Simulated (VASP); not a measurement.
# Re (P6_3/mmc) in VASP: a series of runs, part 2 of 2

VASP 6.6.1. Earlier steps stand in the parts before.

## (3) Single point, PBEsol

This run uses another cell than the first one, of 14.56 Å³/atom.

INCAR

```
SYSTEM = Re
PREC = Accurate
ENCUT = 520
EDIFF = 1E-6
ISMEAR = 0
SIGMA = 0.1
LREAL = .FALSE.
LASPH = .TRUE.
NELM = 80
ALGO = Normal
ISIF = 2
LWAVE = .FALSE.
LCHARG = .FALSE.
GGA = PS
NBANDS = 22
```

KPOINTS

```
Automatic mesh
0
G
  9 9 2
  0 0 0
```

POSCAR

```
Re
1.0
    2.7527875737      0.0000000000      0.0000000000
   -1.3763937868      2.3839839700      0.0000000000
    0.0000000000      0.0000000000      8.8756629599
Re
4
Direct
    0.0000000000      0.0000000000      0.0000000000
    0.3333333333      0.6666666667      0.2500000000
    0.0000000000      0.0000000000      0.5000000000
    0.6666666667      0.3333333333      0.7500000000
```

Potentials or basis: VASP PAW PBE potentials, release 64 (Re).

The run is started by

```sh
$ cat potpaw_PBE.64/Re/POTCAR > POTCAR
$ mpirun -np 1 vasp_std > vasp.out
```

Run time: 79 s. Hardware: 1 thread of Oxide Virtual Turin-like, shared host; peak memory 0.14 GiB.

The run converged. Its results:

| Item | Value |
| --- | --- |
| Free energy | -53.4742 eV |
| Pressure | 0.0 GPa |
| Band gap on the k mesh | zero (bands 14 and 15 overlap by 1.99 eV) |

Stress tensor (GPa, compression positive):
```
 0.08  0.00  0.00
 0.00  0.08  0.00
 0.00  0.00 -0.06
```

Levels at points of the mesh, in eV from the Fermi level:
```csv
k point,band 11,band 12,band 13,band 14,band 15,band 16,band 17,band 18
"(0.00, 0.00, 0.00)",-1.74,-1.35,-1.35,-1.22,-1.22,0.47,0.54,0.54
"(0.00, 0.00, 0.50)",-1.58,-1.58,-1.58,-1.58,-1.19,-1.19,1.09,1.09
```

Caveat: the PAW data sets were made with another functional, which shifts forces and pressure a little; spin-orbit coupling is left out, which moves the levels of the heavy elements.

## (4) Relaxation of cell and atoms, PBEsol

INCAR

```
SYSTEM = Re
PREC = Accurate
ENCUT = 600
EDIFF = 1E-6
ISMEAR = 0
SIGMA = 0.1
LREAL = .FALSE.
LASPH = .TRUE.
NELM = 60
ALGO = Fast
ISIF = 3
LWAVE = .FALSE.
LCHARG = .FALSE.
GGA = PS
IBRION = 2
NSW = 90
EDIFFG = -0.04
```

KPOINTS

```
regular mesh
0
G
  9 9 2
  0 0 0
```

POSCAR

```
Re
1.0
    2.7663873939      0.0000000000      0.0000000000
   -1.3831936969      2.3957617598      0.0000000000
    0.0000000000      0.0000000000      8.9388451600
Re
4
Direct
    0.0000000000      0.0000000000      0.0000000000
    0.3333333300      0.6666666700      0.2500000000
    0.0000000000      0.0000000000      0.5000000000
    0.6666666700      0.3333333300      0.7500000000
```

The run is started by

```sh
$ cat potpaw_PBE.64/Re/POTCAR > POTCAR
$ mpirun -np 1 vasp_std > vasp.out
```

Wall time 7 min (1 thread of Oxide Virtual Turin-like, shared host); peak memory 0.18 GiB.

Results (log left out):

```yaml
Free_energy: -53.4775 eV
Relaxed_volume: 14.57 Å³/atom
Relaxed_cell: a = 2.752 Å, b = 2.752 Å, c = 8.885 Å, α = 90.00°, β = 90.00°, γ = 120.00°
Space_group_after_relaxing_to_0.1_Å: P6_3/mmc (No. 194)
Energy_gained_by_relaxing: 5.1 meV/atom
Ionic_steps: 4
Pressure_after_relaxing: 0.0 GPa
Band_gap_on_the_k_mesh: zero (bands 14 and 15 overlap by 1.98 eV)
```

Stress tensor (GPa, compression positive):
```
 0.28  0.00  0.00
 0.00  0.28  0.00
 0.00  0.00 -0.42
```

The path:
| step | energy change (eV) | largest force (eV/Å) | pressure (GPa) | volume (Å³) |
| --- | --- | --- | --- | --- |
| 1 | 0.0000 | 0.0000 | -6.39 | 59.24 |
| 2 | 0.3608 | 0.0000 | 33.05 | 54.32 |
| 3 | -0.0202 | 0.0000 | -0.20 | 58.29 |
| 4 | -0.0202 | 0.0000 | 0.04 | 58.27 |

Final structure:
```yaml
crystal:
  lattice:
    - [2.75177, 0.00000, 0.00000]
    - [-1.37589, 2.38311, 0.00000]
    - [0.00000, 0.00000, 8.88490]
  atoms:
    - { symbol: Re, position: [0.00000, 0.00000, 0.00000] }
    - { symbol: Re, position: [0.33333, 0.66667, 0.25000] }
    - { symbol: Re, position: [0.00000, 0.00000, 0.50000] }
    - { symbol: Re, position: [0.66667, 0.33333, 0.75000] }
```

Levels at points of the mesh, in eV from the Fermi level:
```tsv
k point	band 11	band 12	band 13	band 14	band 15	band 16	band 17	band 18
(0.00, 0.00, 0.00)	-1.76	-1.35	-1.35	-1.22	-1.22	0.45	0.55	0.55
(0.00, 0.00, 0.50)	-1.57	-1.57	-1.57	-1.57	-1.20	-1.20	1.09	1.09
```

Caveat: the highest band is partly filled, so the run has too few bands; the PAW data sets were made with another functional, which shifts forces and pressure a little; spin-orbit coupling is left out, which moves the levels of the heavy elements.

## (5) Single point, PBEsol

This run uses another cell than the first one, of 14.54 Å³/atom.

INCAR

```
PREC     = Accurate       # precision mode
ENCUT    = 520            # plane-wave cutoff, eV
EDIFF    = 1E-6           # SCF threshold, eV
ISMEAR   = 0              # smearing method
SIGMA    = 0.1            # smearing width, eV
LREAL    = F              # projectors in reciprocal space
LASPH    = T              # aspherical terms in the spheres
NELM     = 80             # most SCF steps
ALGO     = Fast           # electronic algorithm
ISIF     = 2              # what is computed and relaxed
LWAVE    = F              # write WAVECAR
LCHARG   = T              # write CHGCAR
GGA      = PS             # functional
LELF     = T              # ELF
LVHAR    = T            
NBANDS   = 22             # bands
```

KPOINTS

```
Automatic mesh
0
Gamma
  21 21 6
```

POSCAR

```
Re
1.0
    2.7523881526      0.0000000000      0.0000000000
   -1.3761940763      2.3836380612      0.0000000000
    0.0000000000      0.0000000000      8.8667822573
Re
4
Direct
    0.0000000000      0.0000000000      0.0000000000
    0.3333333333      0.6666666667      0.2500000000
    0.0000000000      0.0000000000      0.5000000000
    0.6666666667      0.3333333333      0.7500000000
```

The run is started by

```sh
$ cat potpaw_PBE.64/Re/POTCAR > POTCAR
$ mpirun -np 1 vasp_std > vasp.out
```

Run time: 6.6 min. Hardware: 1 thread of Oxide Virtual Turin-like, shared host; peak memory 0.28 GiB.

It converged, with:

* Free energy: -53.4837 eV
* Pressure: 0.0 GPa
* Band gap on the k mesh: zero (bands 14 and 15 overlap by 2.60 eV)

Levels at points of the mesh, in eV from the Fermi level:
```csv
k point,band 10,band 11,band 12,band 13,band 14,band 15,band 16,band 17,band 18,band 19
"(0.00, 0.00, 0.00)",-1.98,-1.65,-1.28,-1.28,-1.16,-1.16,0.55,0.62,0.62,1.50
"(0.00, 0.00, 0.50)",-1.81,-1.51,-1.51,-1.51,-1.51,-1.10,-1.10,1.17,1.17,1.17
```

Caveat: the PAW data sets were made with another functional, which shifts forces and pressure a little; spin-orbit coupling is left out, which moves the levels of the heavy elements.

## (6) Relaxation of cell and atoms, PBEsol

This run uses another cell than the first one, of 14.56 Å³/atom.

INCAR

```
SYSTEM = Re
ALGO = Fast
EDIFF = 1E-7
EDIFFG = -0.01
ENCUT = 600
GGA = PS
IBRION = 2
ISIF = 3
ISMEAR = 0
LASPH = .TRUE.
LCHARG = .FALSE.
LREAL = .FALSE.
LWAVE = .FALSE.
NELM = 100
NSW = 100
PREC = Accurate
SIGMA = 0.1
```

KPOINTS

```
k-points
0
G
  21 21 6
  0 0 0
```

POSCAR

```
Re
1.0
    2.7527875737      0.0000000000      0.0000000000
   -1.3763937868      2.3839839700      0.0000000000
    0.0000000000      0.0000000000      8.8756629599
Re
4
Direct
    0.0000000000      0.0000000000      0.0000000000
    0.3333333333      0.6666666667      0.2500000000
    0.0000000000      0.0000000000      0.5000000000
    0.6666666667      0.3333333333      0.7500000000
```

Potentials or basis: VASP PAW PBE potentials, release 64 (Re).

The run is started by

```sh
$ cat potpaw_PBE.64/Re/POTCAR > POTCAR
$ mpirun -np 1 vasp_std > vasp.out
```

It took 48 min on 1 thread of Oxide Virtual Turin-like, shared host; peak memory 0.33 GiB.

The run converged. Its results:

| Property | Result |
| --- | --- |
| Free energy | -53.4869 eV |
| Relaxed volume | 14.55 Å³/atom |
| Relaxed cell | a = 2.753 Å, b = 2.753 Å, c = 8.867 Å, α = 90.00°, β = 90.00°, γ = 120.00° |
| Space group after relaxing (to 0.1 Å) | P6_3/mmc (No. 194) |
| Energy gained by relaxing | 0.1 meV/atom |
| Ionic steps | 6 |
| Pressure after relaxing | 0.1 GPa |

Step by step:
| step | energy change (eV) | largest force (eV/Å) | pressure (GPa) | volume (Å³) |
| --- | --- | --- | --- | --- |
| 1 | 0.0000 | 0.0000 | -0.28 | 58.25 |
| 2 | 0.0000 | 0.0000 | 1.15 | 58.03 |
| 3 | -0.0005 | 0.0000 | -0.01 | 58.20 |
| 4 | -0.0005 | 0.0000 | 0.08 | 58.19 |
| 5 | -0.0005 | 0.0000 | 0.07 | 58.19 |
| 6 | -0.0006 | 0.0000 | 0.07 | 58.19 |

Final structure:
```
CELL_PARAMETERS angstrom
2.75272 0.00000 0.00000
-1.37636 2.38393 0.00000
0.00000 0.00000 8.86677
ATOMIC_POSITIONS crystal
Re 0.00000 0.00000 0.00000
Re 0.33333 0.66667 0.25000
Re 0.00000 0.00000 0.50000
Re 0.66667 0.33333 0.75000
```

Levels at points of the mesh, in eV from the Fermi level:
```
           k point  band 11  band 12  band 13  band 14  band 15  band 16  band 17  band 18
(0.00, 0.00, 0.00)    -1.65    -1.28    -1.28    -1.16    -1.16     0.55     0.62     0.62
(0.00, 0.00, 0.50)    -1.51    -1.51    -1.51    -1.51    -1.10    -1.10     1.17     1.17
```

Caveat: the bands computed are all filled at some k points, so no gap is given; the PAW data sets were made with another functional, which shifts forces and pressure a little; spin-orbit coupling is left out, which moves the levels of the heavy elements.

## (7) Overview

| task | cell | k mesh | cutoff (eV) | gap on the mesh (eV) | pressure (GPa) | relaxed volume (Å³/atom) |
| --- | --- | --- | --- | --- | --- | --- |
| single point | a = 2.766, b = 2.766, c = 8.939 Å, angles 90.0, 90.0, 120.0°, 4 atoms | 9 × 9 × 2 | 520 | none | -6.5 | - |
| single point | a = 2.753, b = 2.753, c = 8.876 Å, angles 90.0, 90.0, 120.0°, 4 atoms | 9 × 9 × 2 | 520 | none | 0.0 | - |
| relaxation of cell and atoms | relaxed from a = 2.766, b = 2.766, c = 8.939 Å, angles 90.0, 90.0, 120.0°, 4 atoms | 9 × 9 × 2 | 600 | none | 0.0 | 14.57 |
| single point | a = 2.752, b = 2.752, c = 8.867 Å, angles 90.0, 90.0, 120.0°, 4 atoms | 21 × 21 × 6 | 520 | none | 0.0 | - |
| relaxation of cell and atoms | relaxed from a = 2.753, b = 2.753, c = 8.876 Å, angles 90.0, 90.0, 120.0°, 4 atoms | 21 × 21 × 6 | 600 | - | 0.1 | 14.55 |

Alike in all rows: level PBEsol; potentials or basis VASP PAW PBE potentials, release 64 (Re); no spin polarisation; smearing gaussian 0.1 eV.

Caveats: the PAW data sets were made with another functional, which shifts forces and pressure a little; spin-orbit coupling is left out, which moves the levels of the heavy elements; the cell stands under tension (at least some runs); the highest band is partly filled, so the run has too few bands (at least some runs); the bands computed are all filled at some k points, so no gap is given (at least some runs).

Total energies depend on the potentials used, so only differences within one code and one set of settings carry meaning.
